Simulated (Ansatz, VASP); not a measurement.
**One calculation of MnPt2, two programs**

Contents of INCAR:

```
SYSTEM = MnPt2
PREC = Accurate
ENCUT = 520
EDIFF = 1E-6
ISMEAR = 0
SIGMA = 0.1
LREAL = .False.
LASPH = .True.
NELM = 150
ALGO = Fast
ISIF = 2
LWAVE = .False.
LCHARG = .False.
ISPIN = 2
MAGMOM = 4 -1 -1
LORBIT = 11
LMAXMIX = 4
GGA = PE
NBANDS = 28
```

The input KPOINTS:

```
regular mesh
0
Gamma
  18 18 8
  0 0 0
```

Contents of POSCAR:

```
MnPt2
1.0
    2.8584044518      0.0000000000      0.0000000000
   -1.4292022259      2.4754508696      0.0000000000
    0.0000000000      0.0000000000      6.5325040000
Mn Pt
1 2
Direct
    0.0000000000      0.0000000000      0.0000000000
    0.3333333333      0.6666666667      0.6837940000
    0.6666666667      0.3333333333      0.3162060000
```

Input for Ansatz:

```yaml
crystal:
  lattice:
    - [2.8584044518, 0.0, 0.0]
    - [-1.4292022259, 2.4754508696, 0.0]
    - [0.0, 0.0, 6.532504]
  atoms:
    - { symbol: Mn, position: [0.0, 0.0, 0.0], spin: 4.0 }
    - { symbol: Pt, position: [0.3333333333, 0.6666666667, 0.683794], spin: -1.0 }
    - { symbol: Pt, position: [0.6666666667, 0.3333333333, 0.316206], spin: -1.0 }
basis:
  ecutwfc: 420
kpoints:
  mp_grid: { grid: [18, 18, 8] }
hamiltonian:
  xc: pbe
scf:
  occupations: { method: gaussian, width: 0.1 }
  lower_state_search: "off"
output:
  forces: true
  stress: true
  eigenvalues: true
  populations: true
magnetization:
  spin_polarized: true
```

Alike in both runs: task single point; functional PBE; k mesh 18 × 18 × 8; occupations gaussian, width 0.1 eV; collinear spin.

|  | VASP | Ansatz |
| --- | --- | --- |
| version | VASP 6.6.1 | Ansatz 0.2.0 |
| potentials or method | VASP PAW PBE potentials, release 64 (Mn_pv, Pt), cutoff 520 eV | scalar-relativistic, plane waves, PAW |
| valence electrons in the cell | 33 | 51 |

Ansatz gave:

| Item | Value |
| --- | --- |
| gap on the k mesh at the Fermi level (eV) | none |
| pressure (GPa) | -0.3 |
| traceless stress, the component that is largest in VASP (GPa) | 0.93 |
| rms of the force components (eV/Å) | 0.008 |
| net moment per atom (μB) | 1.52 |
| size of the moment on the site where the two differ most (μB) | 3.75 |

Problem. What did VASP give for the same quantities?

Solution. gap on the k mesh at the Fermi level (eV): none; pressure (GPa): -0.5; traceless stress, the component that is largest in VASP (GPa): 1.05; rms of the force components (eV/Å): 0.014; net moment per atom (μB): 1.52; size of the moment on the site where the two differ most (μB): 3.77.

Site moments also hang on the region over which each program counts them. Atom by atom the forces differ by 0.006 eV/Å (rms over components). A gap of «none» marks a metal or a gap that the smearing closes. VASP's potentials hold 33 valence electrons a cell and Ansatz's 51, so a difference there can come from the potentials and not from the codes.

Spin-orbit coupling is off throughout.
